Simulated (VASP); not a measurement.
Write the native input for VASP 6.6.1 that does the following.

| Item | Value |
| --- | --- |
| Task | single point |
| Functional | LDA |
| Potentials or basis | VASP PAW LDA potentials, release 64 (Ga_d) |
| Cutoff | 520 eV |
| k mesh | 11 × 11 × 9 |
| Occupations | fermi-dirac, width 0.1 eV |
| Spin | no spin polarisation |
| Dipole correction | no |
| Further INCAR settings | ALGO = Normal; EDIFF = 1e-06; NBANDS = 20 |

The structure of Ga lies in POSCAR:

```
Ga
1.0
    1.4876790736     -4.1706313339      0.0000000000
    1.4876790736      4.1706313339      0.0000000000
    0.0000000000      0.0000000000      3.2523742506
Ga
2
Direct
    0.8670000000      0.1330000000      0.2500000000
    0.1330000000      0.8670000000      0.7500000000
```

One way to write it, as run:

INCAR

```
ALGO = Normal
EDIFF = 1E-6
ENCUT = 520
ISIF = 2
ISMEAR = -1
LASPH = T
LCHARG = F
LREAL = F
LWAVE = F
NBANDS = 20
NELM = 80
PREC = Accurate
SIGMA = 0.1
```

KPOINTS

```
k-points
0
Gamma
  11 11 9
```

Potentials or basis: VASP PAW LDA potentials, release 64 (Ga_d).

Command:

```sh
$ cat potpaw_LDA.64/Ga_d/POTCAR > POTCAR
$ mpirun -np 1 vasp_std > vasp.out
```

Results of the run:

```yaml
Pressure: -6.6 GPa
Largest_force: 0.162 eV/Å
Band_gap_on_the_k_mesh: zero (bands 13 and 14 overlap by 7.79 eV)
```

Caveat: the cell stands under tension.

It took 80 s on 1 thread of AMD EPYC 9R45 96-Core Processor (Zen 5), on a shared host, peak memory 0.21 GiB.
